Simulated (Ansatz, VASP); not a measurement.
## Two plane-wave programs on SrCl2

```xyz
3
Lattice="4.4072 0.0000 0.0000 -2.2036 3.8168 0.0000 0.0000 0.0000 5.5961" Properties=species:S:1:pos:R:3 pbc="T T T"
Sr    0.0000    0.0000    0.0000
Cl    0.0000    2.5445    1.3917
Cl    2.2036    1.2723    4.2044
```

Alike in both runs: task single point; functional PBE; k mesh 6 × 6 × 4; no spin polarisation.

|  | VASP | Ansatz |
| --- | --- | --- |
| version | VASP 6.6.1 | Ansatz 0.2.0 |
| potentials or method | VASP PAW PBE potentials, release 64 (Sr_sv, Cl) | plane waves, PAW |
| plane-wave cutoff (eV) | 520 | 420 |
| occupations | gaussian, width 0.01 eV | fixed |
| valence electrons in the cell | 24 | 24 |

|  | VASP | Ansatz | Ansatz less VASP |
| --- | --- | --- | --- |
| gap on the k mesh at the Fermi level (eV) | 5.16 | 5.16 | +0.004 |
